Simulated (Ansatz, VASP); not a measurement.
**TaSi6: VASP beside Ansatz**

```
Ta Si
1.0
     0.00000    3.84939    3.84939
     3.84939    0.00000    3.84939
     3.84939    3.84939    0.00000
Ta Si
1 6
Direct
  0.50000 0.50000 0.50000
  0.16165 0.83835 0.83835
  0.83835 0.16165 0.16165
  0.83835 0.16165 0.83835
  0.16165 0.83835 0.16165
  0.83835 0.83835 0.16165
  0.16165 0.16165 0.83835
```

Alike in both runs: task relaxation of cell and atoms; functional PBE; k mesh 4 × 4 × 4; occupations gaussian, width 0.1 eV; no spin polarisation.

```csv
,VASP,Ansatz
version,VASP 6.6.1,Ansatz 0.2.0
potentials or method,"VASP PAW PBE potentials, release 64 (Ta_pv, Si), cutoff 600 eV","scalar-relativistic, plane waves, PAW"
valence electrons in the cell,35,37
```

```csv
,VASP,Ansatz,Ansatz less VASP
"gap on the k mesh at the Fermi level, each at its own relaxed structure (eV)",none,none,-
relaxed volume (Å³/atom),22.22,22.15,-0.068
relaxed cell length with the largest relative difference (Å),6.037,6.030,-0.0061
```

A gap of «none» marks a metal or a gap that the smearing closes. VASP's potentials hold 35 valence electrons a cell and Ansatz's 37, so a difference there can come from the potentials and not from the codes.

Neither program's run includes spin-orbit coupling. Noted on VASP's run: the volume moved by over 15 % at a fixed basis, so the end points are rough.
